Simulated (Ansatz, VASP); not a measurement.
**CO2: VASP beside Ansatz**

```
CELL_PARAMETERS angstrom
5.28268 0.00000 0.00000
0.00000 5.28268 0.00000
0.00000 0.00000 5.28268
ATOMIC_POSITIONS crystal
C 0.00000 0.00000 0.00000
C 0.50000 0.00000 0.50000
C 0.50000 0.50000 0.00000
C 0.00000 0.50000 0.50000
O 0.12680 0.12680 0.12680
O 0.37320 0.87320 0.62680
O 0.62680 0.37320 0.87320
O 0.87320 0.62680 0.37320
O 0.87320 0.87320 0.87320
O 0.62680 0.12680 0.37320
O 0.37320 0.62680 0.12680
O 0.12680 0.37320 0.62680
```

Alike in both runs: functional LDA; k mesh 4 × 4 × 4; occupations gaussian, width 0.02 eV; no spin polarisation.

Ansatz relaxed the structure, and its values are those at the end. VASP's run is a single point on that final structure, the one shown.

```csv
,VASP,Ansatz
version,VASP 6.6.1,Ansatz 0.2.0
potentials or method,"VASP PAW LDA potentials, release 64 (C, O), cutoff 520 eV","scalar-relativistic, plane waves, PAW"
valence electrons in the cell,64,64
```

|  | VASP | Ansatz | Ansatz less VASP |
| --- | --- | --- | --- |
| gap on the k mesh at the Fermi level (eV) | 6.78 | 6.81 | +0.032 |
| least direct gap on the mesh (eV) | 6.78 | 6.81 | +0.032 |
| pressure (GPa) | 2.3 | 0.0 | -2.30 |
| rms of the force components (eV/Å) | 0.377 | 0.000 | -0.3762 |

LDA's correlation is that of Perdew and Zunger in VASP and of Perdew and Wang (1992) in Ansatz. One of these differences is far larger than is usual between the two programs; its cause wasn't traced.

Noted on VASP's run: the standard files for N, O and F lose accuracy on very short bonds.
